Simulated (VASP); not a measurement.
A run of VASP 6.6.1 is set up as follows.

File INCAR:

```
SYSTEM = WC
ALGO = Normal
EDIFF = 1E-6
ENCUT = 910
GGA = PS
GGA_COMPAT = .FALSE.
ISIF = 2
ISMEAR = 0
LASPH = .TRUE.
LCHARG = .FALSE.
LREAL = .FALSE.
LWAVE = .FALSE.
NBANDS = 16
NELM = 120
PREC = Accurate
SIGMA = 0.1
```

Contents of KPOINTS:

```
k-points
0
G
  6 6 6
  0 0 0
```

Contents of POSCAR:

```
WC
1.0
    2.9005014360      0.0000000000      0.0000000000
   -1.4502507180      2.5119079273      0.0000000000
    0.0000000000      0.0000000000      2.8290000000
W C
1 1
Direct
    0.0000000000      0.0000000000      0.0000000000
    0.6666666667      0.3333333333      0.5000000000
```

Potentials or basis: VASP PAW PBE potentials, release 64 (W_sv, C_h).

Launch:

```console
$ cat potpaw_PBE.64/W_sv/POTCAR potpaw_PBE.64/C_h/POTCAR > POTCAR
$ mpirun -np 1 vasp_std > vasp.out
```

Problem. Estimate the pressure.

Solution. 0.4 GPa.

Problem. Predict the band gap on the k mesh.

Solution. Zero (band 9 reaches 11.96 eV, above the bottom of band 10 at 10.76 eV).

Stress tensor (GPa, compression positive):
```
 1.14  0.00  0.00
 0.00  1.14  0.00
 0.00  0.00 -1.00
```

Caveat: the k points lie up to 0.42 Å⁻¹ apart; the cutoff is under 1.25 times the usual one of these potentials, so pressure, stress and relaxed cells hold a basis-set (Pulay) error; the PAW data sets were made with another functional, which shifts forces and pressure a little; spin-orbit coupling is left out, which moves the levels of the heavy elements.
